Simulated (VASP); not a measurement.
# Fe (P4/nmm) in VASP: further runs

Runs on Fe. Level: LDA. Tasks: single point.

All numbers are computed with VASP 6.6.1; they aren't measurements. Logs are shortened: lines on timing, memory, paths and dates and some standing lists are left out, and cuts for length are marked.

### 1 The cell of the first run

The structure is tetragonal, space group P4/nmm (No. 129). Conventional cell: a = 2.866 Å, b = 2.866 Å, c = 2.866 Å, α = 90.00°, β = 90.00°, γ = 90.00°. Fe (site symmetry 4mm) has 14 Fe at 2.45 to 2.87 Å within 3.2 Å.

### 2 Single point, LDA, non-collinear spin, typed start

INCAR

```
SYSTEM = Fe
ALGO = Normal
EDIFF = 1E-6
ENCUT = 520
GGA = CA
ISIF = 2
ISMEAR = -1
LASPH = .TRUE.
LCHARG = .FALSE.
LMAXMIX = 4
LNONCOLLINEAR = .TRUE.
LORBIT = 11
LREAL = .FALSE.
LWAVE = .FALSE.
MAGMOM = 0 0 2 0.347 0 1.97
NBANDS = 28
NELM = 150
PREC = Accurate
SIGMA = 0.27211386245988
```

KPOINTS

```
k-points
0
G
  2 2 2
  0 0 0
```

POSCAR

```
Fe
1.0
    2.8660000000      0.0000000000      0.0000000000
    0.0000000000      2.8660000000      0.0000000000
    0.0000000000      0.0000000000      2.8660000000
Fe
2
Direct
    0.0000000000      0.0000000000      0.0000000000
    0.5200000000      0.5000000000      0.5000000000
```

Potentials or basis: VASP PAW LDA potentials, release 64 (Fe).

On the command line:

```sh
$ cat potpaw_LDA.64/Fe/POTCAR > POTCAR
$ mpirun -np 1 vasp_ncl > vasp.out
```

OUTCAR:

```text
SYSTEM = Fe
   EDIFF = 1E-6
   ENCUT = 520
   GGA = CA
   ISIF = 2
   ISMEAR = -1
   LASPH = .TRUE.
   LNONCOLLINEAR = .TRUE.
   LORBIT = 11
   LREAL = .FALSE.
   NELM = 150
   PREC = Accurate

 ion  position               nearest neighbor table
   1  0.000  0.000  0.000-   2 2.45   2 2.45   2 2.45   2 2.45   2 2.52   2 2.52   2 2.52   2 2.52

   2  0.520  0.500  0.500-   1 2.45   1 2.45   1 2.45   1 2.45   1 2.52   1 2.52   1 2.52   1 2.52

  LATTYP: Found a simple cubic cell.
 ALAT       =     2.8660000000

  Lattice vectors:

 A1 = (   2.8660000000,   0.0000000000,   0.0000000000)
 A2 = (   0.0000000000,   2.8660000000,   0.0000000000)
 A3 = (   0.0000000000,   0.0000000000,   2.8660000000)

Analysis of symmetry for initial positions (statically):
=====================================================================
 Subroutine PRICEL returns:
 Original cell was already a primitive cell.

 Routine SETGRP: Setting up the symmetry group for a
 simple cubic supercell.

 Subroutine GETGRP returns: Found 16 space group operations
 (whereof  8 operations were pure point group operations)
 out of a pool of 48 trial point group operations.

The static configuration has the point symmetry C_4v.
 The point group associated with its full space group is D_4h.

Analysis of symmetry for dynamics (positions and initial velocities):
=====================================================================
 Subroutine PRICEL returns:
 Original cell was already a primitive cell.

 Routine SETGRP: Setting up the symmetry group for a
 simple cubic supercell.

 Subroutine GETGRP returns: Found 16 space group operations
 (whereof  8 operations were pure point group operations)
 out of a pool of 48 trial point group operations.

The dynamic configuration has the point symmetry C_4v.
 The point group associated with its full space group is D_4h.

Analysis of structural, dynamic, and magnetic symmetry:
=====================================================================
 Subroutine PRICEL returns:
 Original cell was already a primitive cell.

 Routine SETGRP: Setting up the symmetry group for a
 simple cubic supercell.

 Subroutine GETGRP returns: Found  1 space group operations
 (whereof  1 operations were pure point group operations)
 out of a pool of 48 trial point group operations.

The overall configuration has the point symmetry C_1 .

 Subroutine INISYM returns: Found  1 space group operations
 (whereof  1 operations are pure point group operations),
 and found     1 'primitive' translations

----------------------------------------------------------------------------------------

                                     Primitive cell

  volume of cell :      23.5412

  direct lattice vectors                    reciprocal lattice vectors
     2.866000000  0.000000000  0.000000000     0.348918353  0.000000000  0.000000000
     0.000000000  2.866000000  0.000000000     0.000000000  0.348918353  0.000000000
     0.000000000  0.000000000  2.866000000     0.000000000  0.000000000  0.348918353

  length of vectors
     2.866000000  2.866000000  2.866000000     0.348918353  0.348918353  0.348918353

  position of ions in fractional coordinates (direct lattice)
     0.000000000  0.000000000  0.000000000
     0.520000000  0.500000000  0.500000000

  ion indices of the primitive-cell ions
   primitive index   ion index
                 1           1
                 2           2

----------------------------------------------------------------------------------------

 KPOINTS: k-points

Automatic generation of k-mesh.
 Grid dimensions read from file:
 generate k-points for:    2    2    2

 Generating k-lattice:

  Cartesian coordinates                     Fractional coordinates (reciprocal lattice)
     0.174459177  0.000000000  0.000000000     0.500000000  0.000000000  0.000000000
     0.000000000  0.174459177  0.000000000     0.000000000  0.500000000  0.000000000
     0.000000000  0.000000000  0.174459177     0.000000000  0.000000000  0.500000000

  Length of vectors
     0.174459177  0.174459177  0.174459177

  Shift w.r.t. Gamma in fractional coordinates (k-lattice)
     0.000000000  0.000000000  0.000000000

 Subroutine IBZKPT returns following result:
 ===========================================

 Found      8 irreducible k-points:

 Following reciprocal coordinates:
            Coordinates               Weight
  0.000000  0.000000  0.000000      1.000000
  0.500000  0.000000  0.000000      1.000000
  0.000000  0.500000  0.000000      1.000000
  0.000000  0.000000  0.500000      1.000000
  0.500000  0.500000  0.000000      1.000000
  0.000000  0.500000  0.500000      1.000000
  0.500000  0.000000  0.500000      1.000000
  0.500000  0.500000  0.500000      1.000000
   k-points           NKPTS =      8   k-points in BZ     NKDIM =      8   number of bands    NBANDS=     28
   number of dos      NEDOS =    301   number of ions     NIONS =      2
   total plane-waves  NPLWV =  13824
   dimension x,y,z NGX =    24 NGY =   24 NGZ =   24
   dimension x,y,z NGXF=    48 NGYF=   48 NGZF=   48
   ions per type =               2
   NGX,Y,Z   is equivalent  to a cutoff of  13.92, 13.92, 13.92 a.u.
   NGXF,Y,Z  is equivalent  to a cutoff of  27.84, 27.84, 27.84 a.u.
 SYSTEM =  Fe
   PREC   = accura    normal or accurate (medium, high low for compatibility)
   ISTART =      0    job   : 0-new  1-cont  2-samecut
   ICHARG =      2    charge: 1-file 2-atom 10-const
   ISPIN  =      1    spin polarized calculation?
   LNONCOLLINEAR =      T non collinear calculations
   LSORBIT =      F    spin-orbit coupling
   LASPH  =      T    aspherical Exc in radial PAW
   ENCUT  =  520.0 eV  38.22 Ry    6.18 a.u.   5.33  5.33  5.33*2*pi/ulx,y,z
   NELM   =    150;   NELMIN=  2; NELMDL= -5     # of ELM steps
   EDIFF  = 0.1E-05   stopping-criterion for ELM
   LREAL  =      F    real-space projection
   EDIFFG = 0.1E-04   stopping-criterion for IOM
   NSW    =      0    number of steps for IOM
   IBRION =     -1    ionic relax: 0-MD 1-quasi-New 2-CG
   NFREE  =      0    steps in history (QN), initial steepest desc. (CG)
   ISIF   =      2    stress and relaxation
   ISYM   =      2    0-nonsym 1-usesym 2-fastsym
   POTIM  = 0.5000    time-step for ionic-motion
   TEBEG  =    0.0;   TEEND  =   0.0 temperature during run
   PSTRESS=    0.0 pullay stress
   NELECT =      16.0000    total number of electrons
   NUPDOWN=      -1.0000    fix difference up-down
   EMIN   =  10.00;   EMAX   =-10.00  energy-range for DOS
   EFERMI =   0.00;   METHOD = LEGACY
   ISMEAR =    -1;   SIGMA  =   0.27  broadening in eV -4-tet -1-fermi 0-gaus
   EFERMI_NEDOS =   21; number of points for ismear=-14 and -15
   IALGO  =     38    algorithm
   IMIX   =      4    mixing-type and parameters
     AMIX     =   0.40;   BMIX     =  1.00
     AMIX_MAG =   1.60;   BMIX_MAG =  1.00
  volume/ion in A,a.u.               =      11.77        79.43
  Fermi-wavevector in a.u.,A,eV,Ry     =   1.439368  2.720012 28.188298  2.071781
  Thomas-Fermi vector in A             =   2.558232
   LORBIT       =     11    0 simple, 1 ext, 2 COOP (PROOUT), +10 PAW based schemes
   GGA     = CA    functional components
   LHFCALC =     F    Hartree Fock is set to
   AEXX    =    0.0000 exact exchange contribution
   IVDW    =     0    specifies the selected vdW correction
   LEPSILON=     F    determine dielectric tensor
   LRPA    =     F    only Hartree local field effects (RPA)
  energy-cutoff  :      520.00
  volume of cell :       23.54
 maximum number of plane-waves:      1284
 NGX is ok and might be reduce to    24
   NGX = 11   NGY = 11   NGZ = 11

 number of electron      15.9999994 magnetization       0.2054109     -0.0000000      2.3501116

 number of electron      15.9999992 magnetization       0.3363084      0.0000235      3.8373420

 Free energy of the ion-electron system (eV)
  ---------------------------------------------------
  ext. energy  EPLUGINS =         0.00000000
  ---------------------------------------------------
  free energy    TOTEN  =       -16.81402285 eV

  energy without entropy =      -15.78712549  energy(sigma->0) =      -16.30057417

 E-fermi :   5.7253     XC(G=0): -13.2041

 val. band max:        5.6760390601   @ k =   0.5000   0.5000   0.0000
 cond. band min:       5.8089031320   @ k =   0.0000   0.0000   0.5000
 fundamental gap:      0.1328640718
 Fermi energy:         5.7252615778

 k-point     1 :       0.0000    0.0000    0.0000
  band No.  band energies     occupation
      1      -3.0859      1.00000
      2      -2.5350      1.00000
      3       0.9072      1.00000
      4       0.9208      1.00000
      5       2.3428      1.00000
      6       2.3581      1.00000
[... 20 lines left out ...]
     27      15.4019      0.00000
     28      15.4356      0.00000
[... 187 lines left out ...]
 k-point     8 :       0.5000    0.5000    0.5000
  band No.  band energies     occupation
      1       2.3993      1.00000
      2       2.3993      1.00000
      3       2.4250      0.99999
      4       2.4251      0.99999
      5       2.4496      0.99999
      6       2.4496      0.99999
[... 20 lines left out ...]
     27      14.4750      0.00000
     28      14.4750      0.00000

------------------------ aborting loop because EDIFF is reached ----------------------------------------

  FORCE on cell =-STRESS in cart. coord.  units (eV):
  Direction    XX          YY          ZZ          XY          YZ          ZX
  --------------------------------------------------------------------------------------
  -------------------------------------------------------------------------------------
  Total       -1.9784461     -1.9435550     -1.9435101      0.0000138      0.0000030     -0.0000112
  in kB     -134.6499661   -132.2753294   -132.2722774      0.0009396      0.0002048     -0.0007605
  external PRESSURE =    -133.0658576 kB  Pullay stress =       0.0000000 kB

 VOLUME and BASIS-vectors are now :
 -----------------------------------------------------------------------------
  energy-cutoff  :      520.00
  volume of cell :       23.54
      direct lattice vectors                 reciprocal lattice vectors
     2.866000000  0.000000000  0.000000000     0.348918353  0.000000000  0.000000000
     0.000000000  2.866000000  0.000000000     0.000000000  0.348918353  0.000000000
     0.000000000  0.000000000  2.866000000     0.000000000  0.000000000  0.348918353

 POSITION                                       TOTAL-FORCE (eV/Angst)
 -----------------------------------------------------------------------------------
      0.00000      0.00000      0.00000         0.155756     -0.000001      0.000004
      1.49032      1.43300      1.43300        -0.155756      0.000001     -0.000004
 -----------------------------------------------------------------------------------
    total drift:                               -0.000015     -0.000010     -0.000000

  FREE ENERGIE OF THE ION-ELECTRON SYSTEM (eV)
  ---------------------------------------------------
  free  energy   TOTEN  =       -16.8140228527 eV

  energy  without entropy=      -15.7871254871  energy(sigma->0) =      -16.30057417

 total charge

# of ion       s       p       d       tot
------------------------------------------
    1        0.460   0.491   6.282   7.234
    2        0.460   0.491   6.282   7.233
--------------------------------------------------
tot          0.921   0.983  12.564  14.467

 magnetization (x)

# of ion       s       p       d       tot
------------------------------------------
    1       -0.001   0.007   0.010   0.016
    2        0.002   0.011   0.294   0.307
--------------------------------------------------
tot          0.001   0.017   0.304   0.323

 magnetization (y)

# of ion       s       p       d       tot
------------------------------------------
    1       -0.000  -0.000  -0.001  -0.001
    2        0.000   0.000   0.001   0.001
--------------------------------------------------
tot          0.000   0.000   0.000   0.000

 magnetization (z)

# of ion       s       p       d       tot
------------------------------------------
    1        0.004   0.100   1.749   1.853
    2        0.004   0.099   1.725   1.828
--------------------------------------------------
tot          0.009   0.199   3.474   3.681
```

It took 20 s on 1 thread of AMD EPYC 7R43 (Zen 3), shared host; peak memory 0.13 GiB.

Results:

```
Free energy                                           : -16.8140 eV
Pressure                                              : -13.3 GPa
Largest force                                         : 0.156 eV/Å
Band gap on the k mesh                                : zero (band 16 reaches 6.11 eV, above the bottom of band 17 at 5.26 eV)
Net moment                                            : 3.85 μB per cell
Valence electrons inside the program's atomic spheres : Fe 7.23
```

Forces on the atoms (eV/Å):
```
Fe   0.156  0.000  0.000
Fe  -0.156  0.000  0.000
```

Levels at points of the mesh, in eV from the Fermi level:
| k point | band 12 | band 13 | band 14 | band 15 | band 16 | band 17 | band 18 | band 19 |
| --- | --- | --- | --- | --- | --- | --- | --- | --- |
| (0.00, 0.00, 0.00) | -0.88 | -0.86 | -0.86 | 0.11 | 0.11 | 0.13 | 0.90 | 0.92 |
| (0.50, 0.00, 0.00) | -1.27 | -1.08 | -0.95 | -0.48 | -0.48 | -0.47 | -0.47 | -0.06 |
| (0.00, 0.50, 0.00) | -1.34 | -1.08 | -1.08 | -0.51 | -0.51 | -0.42 | -0.42 | 0.08 |
| (0.00, 0.00, 0.50) | -1.34 | -1.08 | -1.08 | -0.51 | -0.51 | -0.42 | -0.42 | 0.08 |
| (0.50, 0.50, 0.00) | -0.84 | -0.05 | -0.05 | 0.39 | 0.39 | 0.44 | 0.44 | 0.87 |
| (0.00, 0.50, 0.50) | -0.84 | -0.07 | -0.07 | 0.37 | 0.37 | 0.48 | 0.48 | 0.81 |
| (0.50, 0.00, 0.50) | -0.84 | -0.05 | -0.05 | 0.39 | 0.39 | 0.44 | 0.44 | 0.87 |
| (0.50, 0.50, 0.50) | -2.11 | -0.80 | -0.80 | -0.80 | -0.80 | 1.19 | 1.19 | 1.19 |

Moments on the atoms (μB; x, y, z):
```
Fe  0.02 0.00 1.85
Fe  0.31 0.00 1.83
```

Caveat: the k points lie up to 1.10 Å⁻¹ apart.

### 3 Single point, LDA, non-collinear spin, typed start

INCAR

```
SYSTEM = Fe
PREC = Accurate ; ENCUT = 520
EDIFF = 1E-7 ; ISMEAR = -1
SIGMA = 0.27211386245988 ; LREAL = .FALSE.
LASPH = .TRUE. ; NELM = 150
ALGO = Normal ; ISIF = 2
LWAVE = .FALSE. ; LCHARG = .FALSE.
LNONCOLLINEAR = .TRUE. ; MAGMOM = 0 0 2 0.684 0 1.879
LORBIT = 11 ; LMAXMIX = 4
GGA = CA ; NBANDS = 28
```

KPOINTS

```
regular mesh
0
G
  2 2 2
  0 0 0
```

POSCAR is that of step 2.

Potentials or basis: VASP PAW LDA potentials, release 64 (Fe).

On the command line:

```sh
$ cat potpaw_LDA.64/Fe/POTCAR > POTCAR
$ mpirun -np 1 vasp_ncl > vasp.out
```

Wall time 52 s (1 thread of AMD EPYC 7R43 (Zen 3), shared host); peak memory 0.15 GiB.

It converged, with:

| Property | Result |
| --- | --- |
| Free energy | -16.8136 eV |
| Pressure | -12.8 GPa |
| Largest force | 0.158 eV/Å |
| Band gap on the k mesh | zero (band 16 reaches 6.12 eV, above the bottom of band 17 at 5.26 eV) |
| Net moment | 3.83 μB per cell |
| Valence electrons inside the program's atomic spheres | Fe 7.23 |

Forces on the atoms (eV/Å):
```
Fe   0.158  0.000  0.000
Fe  -0.158  0.000  0.000
```

Stress tensor (GPa, compression positive):
```
-12.99   0.00   0.00
  0.00 -12.75   0.00
  0.00   0.00 -12.75
```

Levels at points of the mesh, in eV from the Fermi level:
| k point | band 12 | band 13 | band 14 | band 15 | band 16 | band 17 | band 18 | band 19 |
| --- | --- | --- | --- | --- | --- | --- | --- | --- |
| (0.00, 0.00, 0.00) | -0.90 | -0.88 | -0.88 | 0.12 | 0.12 | 0.14 | 0.89 | 0.92 |
| (0.50, 0.00, 0.00) | -1.28 | -1.09 | -0.95 | -0.48 | -0.48 | -0.47 | -0.47 | -0.07 |
| (0.00, 0.50, 0.00) | -1.34 | -1.08 | -1.08 | -0.51 | -0.51 | -0.43 | -0.43 | 0.08 |
| (0.00, 0.00, 0.50) | -1.34 | -1.08 | -1.08 | -0.51 | -0.51 | -0.43 | -0.43 | 0.08 |
| (0.50, 0.50, 0.00) | -0.84 | -0.05 | -0.05 | 0.39 | 0.39 | 0.44 | 0.44 | 0.86 |
| (0.00, 0.50, 0.50) | -0.84 | -0.07 | -0.07 | 0.38 | 0.38 | 0.48 | 0.48 | 0.81 |
| (0.50, 0.00, 0.50) | -0.84 | -0.05 | -0.05 | 0.39 | 0.39 | 0.44 | 0.44 | 0.86 |
| (0.50, 0.50, 0.50) | -2.12 | -0.81 | -0.81 | -0.80 | -0.80 | 1.19 | 1.19 | 1.19 |

Moments on the atoms (μB; x, y, z):
```
Fe  0.05 0.00 1.86
Fe  0.58 0.00 1.76
```

Caveat: the k points lie up to 1.10 Å⁻¹ apart.

### 4 Single point, LDA, non-collinear spin, typed start

INCAR

```
PREC = Accurate
ENCUT = 520
EDIFF = 1E-7
ISMEAR = -1
SIGMA = 0.27211386245988
LREAL = F
LASPH = T
NELM = 150
ALGO = Normal
ISIF = 2
LWAVE = F
LCHARG = F
LNONCOLLINEAR = T
MAGMOM = 0 0 2 0.894 0 1.789
LORBIT = 11
LMAXMIX = 4
NBANDS = 28
```

KPOINTS

```
Automatic mesh
0
Gamma
  2 2 2
```

POSCAR is that of step 3.

On the command line:

```sh
$ cat potpaw_LDA.64/Fe/POTCAR > POTCAR
$ mpirun -np 1 vasp_ncl > vasp.out
```

Wall time 68 s (1 thread of AMD EPYC 7R43 (Zen 3), shared host); peak memory 0.17 GiB.

Results (log left out):

* Free energy: -16.8137 eV
* Pressure: -12.8 GPa
* Largest force: 0.158 eV/Å
* Band gap on the k mesh: zero (band 16 reaches 6.12 eV, above the bottom of band 17 at 5.26 eV)
* Net moment: 3.83 μB per cell
* Valence electrons inside the program's atomic spheres: Fe 7.23

Forces on the atoms (eV/Å):
```
Fe   0.158  0.000  0.000
Fe  -0.158  0.000  0.000
```

Stress tensor (GPa, compression positive):
```
-12.99   0.00   0.00
  0.00 -12.75   0.00
  0.00   0.00 -12.75
```

Levels at points of the mesh, in eV from the Fermi level:
```csv
k point,band 11,band 12,band 13,band 14,band 15,band 16,band 17,band 18,band 19,band 20
"(0.00, 0.00, 0.00)",-1.01,-0.90,-0.88,-0.88,0.12,0.12,0.14,0.89,0.92,1.68
"(0.50, 0.00, 0.00)",-1.49,-1.27,-1.09,-0.95,-0.48,-0.48,-0.47,-0.47,-0.06,0.21
"(0.00, 0.50, 0.00)",-1.34,-1.34,-1.08,-1.08,-0.51,-0.51,-0.43,-0.43,0.08,0.08
"(0.00, 0.00, 0.50)",-1.34,-1.34,-1.08,-1.08,-0.51,-0.51,-0.43,-0.43,0.08,0.08
"(0.50, 0.50, 0.00)",-0.84,-0.84,-0.05,-0.05,0.39,0.39,0.44,0.44,0.86,0.86
"(0.00, 0.50, 0.50)",-0.84,-0.84,-0.07,-0.07,0.37,0.37,0.48,0.48,0.81,0.81
"(0.50, 0.00, 0.50)",-0.84,-0.84,-0.05,-0.05,0.39,0.39,0.44,0.44,0.86,0.86
"(0.50, 0.50, 0.50)",-2.12,-2.12,-0.80,-0.80,-0.80,-0.80,1.19,1.19,1.19,1.19
```

Moments on the atoms (μB; x, y, z):
```
Fe  0.18 0.00 1.85
Fe  0.67 0.00 1.73
```

Caveat: the k points lie up to 1.10 Å⁻¹ apart.

[end of part 1 of 2]
